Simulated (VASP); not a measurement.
Write the native input for VASP 6.6.1 that does the following.

- Task: single point
- Functional: r2SCAN
- Potentials or basis: VASP PAW PBE potentials, release 64 (Cu, O)
- Cutoff: 660 eV
- k mesh: 7 × 7 × 5
- Occupations: fermi-dirac, width 0.1 eV
- Spin: collinear spin
- Starting moments: [1.0, -1.0, 0.0, 0.0] μB
- Dipole correction: no
- Further INCAR settings: ALGO = Normal; EDIFF = 1e-06; NBANDS = 29

CuO:

```
CELL_PARAMETERS angstrom
2.28393 2.28393 0.00000
-2.28393 2.28393 0.00000
0.00000 0.00000 4.56786
ATOMIC_POSITIONS crystal
Cu 0.00000 0.00000 0.00000
Cu 0.50000 0.50000 0.50000
O 0.50000 0.00000 0.25000
O 0.00000 0.50000 0.75000
```

One way to write it, as run:

POSCAR

```
CuO
1.0
    2.2839322700      2.2839322700      0.0000000000
   -2.2839322700      2.2839322700      0.0000000000
    0.0000000000      0.0000000000      4.5678645500
Cu O
2 2
Direct
    0.0000000000      0.0000000000      0.0000000000
    0.5000000000      0.5000000000      0.5000000000
    0.5000000000      0.0000000000      0.2500000000
    0.0000000000      0.5000000000      0.7500000000
```

INCAR.step1

```
  PREC = Accurate
  ENCUT = 660
  ISMEAR = -1
  SIGMA = 0.1
  LREAL = False
  LASPH = True
  NELM = 200
  ISPIN = 2
  MAGMOM = 1 -1 0 0
  LMAXMIX = 4
  NBANDS = 29
  GGA = PE
  ALGO = Normal
  EDIFF = 1E-5
  LWAVE = True
  LCHARG = False
  GGA_COMPAT = False
```

INCAR.step2

```
  PREC = Accurate
  ENCUT = 660
  EDIFF = 1E-6
  ISMEAR = -1
  SIGMA = 0.1
  LREAL = False
  LASPH = True
  NELM = 200
  ALGO = Normal
  ISIF = 2
  LWAVE = False
  LCHARG = False
  ISPIN = 2
  MAGMOM = 1 -1 0 0
  LORBIT = 11
  LMAXMIX = 4
  METAGGA = R2SCAN
  LMIXTAU = True
  NBANDS = 29
  ISTART = 1
  GGA_COMPAT = False
```

KPOINTS

```
regular mesh
0
Gamma
  7 7 5
```

Potentials or basis: VASP PAW PBE potentials, release 64 (Cu, O).

Run with:

```bash
$ cat potpaw_PBE.64/Cu/POTCAR potpaw_PBE.64/O/POTCAR > POTCAR
$ cp INCAR.step1 INCAR
$ mpirun -np 1 vasp_std > vasp.out
$ cp INCAR.step2 INCAR
$ mpirun -np 1 vasp_std > vasp.out
```

Results of the run:

```json
{
  "Pressure": "-8.7 GPa",
  "Band gap on the k mesh": "zero (filled and empty bands overlap)",
  "Net moment": "0.00 μB per cell",
  "Valence electrons inside the program's atomic spheres": "Cu 9.85; O 4.96"
}
```

Caveat: the cell stands under tension; the PAW data sets were made with another functional, which shifts forces and pressure a little; semilocal functionals often make such compounds metallic where correlation or magnetic order opens a gap, which also shifts bond lengths.

It took 10 min on 1 thread of Oxide Virtual Turin-like Processor, on a shared host, peak memory 0.22 GiB.
